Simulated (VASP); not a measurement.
A run of VASP 6.6.1 is set up as follows.

INCAR

```
SYSTEM = HfO2
ALGO = Normal
EDIFF = 1E-6
ENCUT = 520
GGA = PE
ISIF = 2
ISMEAR = 0
LASPH = .TRUE.
LCHARG = .FALSE.
LREAL = .FALSE.
LWAVE = .FALSE.
NBANDS = 56
NELM = 100
PREC = Accurate
SIGMA = 0.05
```

File KPOINTS:

```
k-points
0
G
  6 6 2
  0 0 0
```

File POSCAR:

```
HfO2
1.0
   -3.6043047991      0.0000000000      0.0000000000
    0.0000000000     -3.6043047991      0.0000000000
    0.0000000000      0.0000000000     10.2279346079
Hf O
4 8
Direct
    0.5000000000      0.5000000000      0.2076161505
    0.5000000000      0.5000000000      0.7222818680
    1.0000000000      1.0000000000      0.4649490092
    1.0000000000      1.0000000000      0.9796147268
    0.0000000000      0.5000000000      0.3070763777
    0.0000000000      0.5000000000      0.8217420952
    0.5000000000      0.0000000000      0.3654887820
    0.5000000000      0.0000000000      0.8801544996
    0.5000000000      0.0000000000      0.1081559232
    0.5000000000      0.0000000000      0.6228216408
    0.0000000000      0.5000000000      0.0497435189
    0.0000000000      0.5000000000      0.5644092364
```

Potentials or basis: VASP PAW PBE potentials, release 64 (Hf_pv, O).

The run is started by

```console
$ cat potpaw_PBE.64/Hf_pv/POTCAR potpaw_PBE.64/O/POTCAR > POTCAR
$ mpirun -np 1 vasp_std > vasp.out
```

Q: Predict the pressure.

A: 5.4 GPa.

Q: Estimate the band gap on the k mesh.

A: 3.61 eV.

Q: What does it give for the largest force?

A: 5.076 eV/Å.

Stress tensor (GPa, compression positive):
```
-1.49  0.00  0.00
 0.00  6.98  0.00
 0.00  0.00 10.76
```

Caveat: the cell differs from its parent crystal (the distance across one plane changed); the cell stands under pressure; spin-orbit coupling is left out, which moves the levels of the heavy elements; forces of over 1 eV/Å act on the atoms, so gaps and moduli don't describe the material at rest. A k mesh can miss the band edges.
